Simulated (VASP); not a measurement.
BN:

```xyz
4
Lattice="2.4615 0.0000 0.0000 -1.2308 2.2031 0.0000 0.0000 0.0000 4.2078" Properties=species:S:1:pos:R:3 pbc="T T T"
B     1.2308    0.7349    0.0018
B     0.0000    1.4682    2.1057
N     1.2308    0.7278    1.5761
N     0.0000    1.4753    3.6801
```

This cell differs from its parent crystal: uniaxial x strain -3.2%.

Base run:

* Program: VASP 6.6.1
* Functional: PBE
* Potentials or basis: VASP PAW PBE potentials, release 64 (B, N)
* Cutoff: 520 eV
* k mesh: 12 × 12 × 6
* Occupations: fermi-dirac, width 0.02 eV
* Spin: no spin polarisation

Its results: band gap on the k mesh 4.89 eV, indirect (least direct gap 8.09 eV); pressure 18.9 GPa; largest force 0.046 eV/Å.

The run is repeated on the same cell with these changes: functional from PBE to r2SCAN; occupations from fermi-dirac, width 0.02 eV to gaussian, width 0.01 eV. What comes out?

Band gap on the k mesh 5.42 eV, indirect (least direct gap 8.76 eV); pressure 15.2 GPa; largest force 0.008 eV/Å.

Caveats: the PAW data sets were made with another functional, which shifts forces and pressure a little (some runs).

A k mesh can miss the band edges.
